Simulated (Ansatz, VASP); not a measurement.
# BaF2: VASP beside Ansatz

```xyz
3
Lattice="0.0000 3.0976 3.0976 3.0976 0.0000 3.0976 3.0976 3.0976 0.0000" Properties=species:S:1:pos:R:3 pbc="T T T"
Ba    0.0000    0.0000    0.0000
F     1.5488    1.5488    1.5488
F     4.6464    4.6464    4.6464
```

Alike in both runs: functional r2SCAN; k mesh 8 × 8 × 8; occupations fermi-dirac, width 0.02 eV; no spin polarisation.

Ansatz relaxed the structure, and its values are those at the end. VASP's run is a single point on that final structure, the one shown.

|  | VASP | Ansatz |
| --- | --- | --- |
| version | VASP 6.6.1 | Ansatz 0.2.0 |
| potentials or method | VASP PAW PBE potentials, release 64 (Ba_sv, F), cutoff 660 eV | PAW plane waves |
| valence electrons in the cell | 24 | 24 |

|  | VASP | Ansatz | Ansatz less VASP |
| --- | --- | --- | --- |
| gap on the k mesh at the Fermi level (eV) | 7.34 | 7.41 | +0.073 |
| pressure (GPa) | 0.9 | 0.0 | -0.88 |

VASP's potentials were made for PBE, not for r2SCAN. The functional is the same, so the differences come from potentials, cutoffs and numerics.

Spin-orbit coupling is off throughout.
